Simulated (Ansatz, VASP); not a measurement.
## SiC in VASP and in Ansatz

```xyz
8
Lattice="3.0776 0.0000 0.0000 -1.5388 2.6652 0.0000 0.0000 0.0000 10.0768" Properties=species:S:1:pos:R:3 pbc="T T T"
Si    1.5388    0.8884    9.4504
Si    0.0000    1.7768    4.4120
Si    0.0000    0.0000    6.9317
Si    0.0000    0.0000    1.8934
C     1.5388    0.8884    7.5556
C     0.0000    1.7768    2.5172
C     0.0000    0.0000    5.0431
C     0.0000    0.0000    0.0047
```

Alike in both runs: functional r2SCAN; k mesh 12 × 12 × 4; occupations gaussian, width 0.02 eV; no spin polarisation.

Ansatz relaxed the structure, and its values are those at the end. VASP's run is a single point on that final structure, the one shown.

```csv
,VASP,Ansatz
version,VASP 6.6.1,Ansatz 0.2.0
potentials or method,"VASP PAW PBE potentials, release 64 (Si, C), cutoff 520 eV","scalar-relativistic, plane waves, PAW"
valence electrons in the cell,32,32
```

```csv
,VASP,Ansatz,Ansatz less VASP
gap on the k mesh at the Fermi level (eV),2.61,2.60,-0.011
least direct gap on the mesh (eV),3.79,3.78,-0.013
pressure (GPa),-0.2,0.0,+0.19
```

VASP's potentials were made for PBE, not for r2SCAN.
